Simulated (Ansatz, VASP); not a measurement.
# Ge in VASP and in Ansatz

```
CELL_PARAMETERS angstrom
0.00000 2.83854 2.83854
2.83854 0.00000 2.83854
2.83854 2.83854 0.00000
ATOMIC_POSITIONS crystal
Ge 0.50000 0.50000 0.50000
Ge 0.75000 0.75000 0.75000
```

Alike in both runs: task single point; functional LDA; k mesh 14 × 14 × 14; occupations gaussian, width 0.1 eV; no spin polarisation.

```csv
,VASP,Ansatz
version,VASP 6.6.1,Ansatz 0.2.0
potentials or method,"VASP PAW LDA potentials, release 64 (Ge_d), cutoff 520 eV","scalar-relativistic, plane waves, PAW"
valence electrons in the cell,28,28
```

```tsv
	VASP	Ansatz	Ansatz less VASP
gap on the k mesh at the Fermi level (eV)	none	none	-
pressure (GPa)	-1.8	-2.0	-0.18
```

Ansatz warns that its potentials were made for another functional, while VASP's fit it. LDA's correlation is that of Perdew and Zunger in VASP and of Perdew and Wang (1992) in Ansatz. A gap of «none» marks a metal or a gap that the smearing closes.
